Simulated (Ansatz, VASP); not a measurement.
MgI2 in VASP and in Ansatz

INCAR

```
  PREC = Accurate
  ENCUT = 520
  EDIFF = 1E-6
  ISMEAR = 0
  SIGMA = 0.05
  LREAL = F
  LASPH = T
  NELM = 80
  ALGO = Normal
  ISIF = 2
  LWAVE = F
  LCHARG = F
  GGA = CA
  NBANDS = 15
```

Contents of KPOINTS:

```
regular mesh
0
Gamma
  6 6 4
```

The input POSCAR:

```
MgI2
1.0
    4.0774752860      0.0000000000      0.0000000000
   -2.0387376430      3.5311971809      0.0000000000
    0.0000000000      0.0000000000      6.6885602206
Mg I
1 2
Direct
    0.0000000000      0.0000000000      0.0000000000
    0.3333333333      0.6666666667      0.7299223370
    0.6666666667      0.3333333333      0.2700776630
```

Input for Ansatz:

```yaml
crystal:
  lattice:
    - [4.077475286, 0.0, 0.0]
    - [-2.038737643, 3.5311971809, 0.0]
    - [0.0, 0.0, 6.6885602206]
  atoms:
    - { symbol: Mg, position: [0.0, 0.0, 0.0] }
    - { symbol: I, position: [0.3333333333, 0.6666666667, 0.729922337] }
    - { symbol: I, position: [0.6666666667, 0.3333333333, 0.270077663] }
basis:
  ecutwfc: 520.0
kpoints:
  mp_grid: { grid: [6, 6, 4] }
hamiltonian:
  xc: lda
scf:
  occupations: { method: gaussian, width: 0.05 }
output:
  forces: true
  stress: true
  eigenvalues: true
```

Alike in both runs: task single point; functional LDA; k mesh 6 × 6 × 4; occupations gaussian, width 0.05 eV; no spin polarisation.

```csv
,VASP,Ansatz
version,VASP 6.6.1,Ansatz 0.2.0
potentials or method,"VASP PAW LDA potentials, release 64 (Mg, I), cutoff 520 eV","scalar-relativistic, plane waves, PAW"
valence electrons in the cell,16,44
```

VASP gave:

- gap on the k mesh at the Fermi level (eV): 3.03
- least direct gap on the mesh (eV): 3.18
- pressure (GPa): -2.1
- traceless stress, the component that is largest in VASP (GPa): -1.30
- rms of the force components (eV/Å): 0.386

Problem. What did Ansatz give for the same quantities?

Solution. gap on the k mesh at the Fermi level (eV): 3.05; least direct gap on the mesh (eV): 3.17; pressure (GPa): -2.0; traceless stress, the component that is largest in VASP (GPa): -1.31; rms of the force components (eV/Å): 0.379.

LDA's correlation is that of Perdew and Zunger in VASP and of Perdew and Wang (1992) in Ansatz. Atom by atom the forces differ by 0.006 eV/Å (rms over components). VASP's potentials hold 16 valence electrons a cell and Ansatz's 44, so a difference there can come from the potentials and not from the codes.

Spin-orbit coupling is off throughout.
